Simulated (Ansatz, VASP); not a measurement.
## One calculation of PtSe2, two programs

```xyz
3
Lattice="3.7516 0.0000 0.0000 -1.8758 3.2489 0.0000 0.0000 0.0000 6.5013" Properties=species:S:1:pos:R:3 pbc="T T T"
Pt    0.0000    0.0000    0.0000
Se    1.8758    1.0830    5.1948
Se    0.0000    2.1660    1.3066
```

Alike in both runs: task single point; functional PBE; k mesh 12 × 12 × 4; occupations gaussian, width 0.02 eV; no spin polarisation.

|  | VASP | Ansatz |
| --- | --- | --- |
| version | VASP 6.6.1 | Ansatz 0.2.0 |
| potentials or method | VASP PAW PBE potentials, release 64 (Pt, Se), cutoff 520 eV | scalar-relativistic, plane waves, PAW |
| valence electrons in the cell | 22 | 50 |

VASP gave:

```
gap on the k mesh at the Fermi level (eV) : 0.87
least direct gap on the mesh (eV)         : 1.03
pressure (GPa)                            : 0.0
```

**Question.** Which values does Ansatz return?

**Answer.** gap on the k mesh at the Fermi level (eV): 0.88; least direct gap on the mesh (eV): 1.04; pressure (GPa): 0.0.

VASP's potentials hold 22 valence electrons a cell and Ansatz's 50, so a difference there can come from the potentials and not from the codes.

Spin-orbit coupling is off throughout.
